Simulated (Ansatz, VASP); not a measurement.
# InSb: VASP beside Ansatz

File INCAR:

```
PREC     = Accurate       # precision mode
ENCUT    = 520            # plane-wave cutoff, eV
EDIFF    = 1E-8           # SCF threshold, eV
ISMEAR   = -1             # smearing method
SIGMA    = 0.05           # smearing width, eV
LREAL    = False          # projectors in reciprocal space
LASPH    = True           # aspherical terms in the spheres
NELM     = 100            # most SCF steps
ALGO     = Normal         # electronic algorithm
ISIF     = 2              # what is computed and relaxed
LWAVE    = False          # write WAVECAR
LCHARG   = False          # write CHGCAR
GGA      = PS             # functional
LEFG     = True         
NBANDS   = 16             # bands
```

The input KPOINTS:

```
Automatic mesh
0
Gamma
  9 9 9
```

POSCAR

```
InSb
1.0
    0.0000000000      3.2817246249      3.2817246249
    3.2817246249      0.0000000000      3.2817246249
    3.2817246249      3.2817246249      0.0000000000
In Sb
1 1
Direct
    0.0000000000      0.0000000000      0.0000000000
    0.7500000000      0.7500000000      0.7500000000
```

Input for Ansatz:

```yaml
crystal:
  lattice:
    - [0.0, 3.2817246249, 3.2817246249]
    - [3.2817246249, 0.0, 3.2817246249]
    - [3.2817246249, 3.2817246249, 0.0]
  atoms:
    - { symbol: In, position: [0.0, 0.0, 0.0] }
    - { symbol: Sb, position: [0.75, 0.75, 0.75] }
kpoints:
  mp_grid: { grid: [9, 9, 9] }
scf:
  occupations: { method: fermi_dirac, width: 0.05 }
hamiltonian:
  xc: pbesol
  pseudopotentials: { kind: all_electron, datasets: crystal }
output:
  forces: true
  stress: true
  eigenvalues: true
  efg: { contact_densities: true }
```

Change from the starting cell: volume scaled by 1.04, crystal datasets.

Alike in both runs: task electric field gradients; functional PBEsol; k mesh 9 × 9 × 9; occupations fermi-dirac, width 0.05 eV; no spin polarisation.

```csv
,VASP,Ansatz
version,VASP 6.6.1,Ansatz 0.2.0
potentials or method,"VASP PAW PBE potentials, release 64 (In_d, Sb), cutoff 520 eV","all-electron PAW with datasets made for the crystal, scalar-relativistic"
```

```csv
,VASP,Ansatz,Ansatz less VASP
pressure (GPa),-0.8,-0.8,-0.01
```

VASP's potentials were made for PBE, not for PBEsol. Ansatz ran all-electron here, and VASP with PAW potentials.

Neither program's run includes spin-orbit coupling.
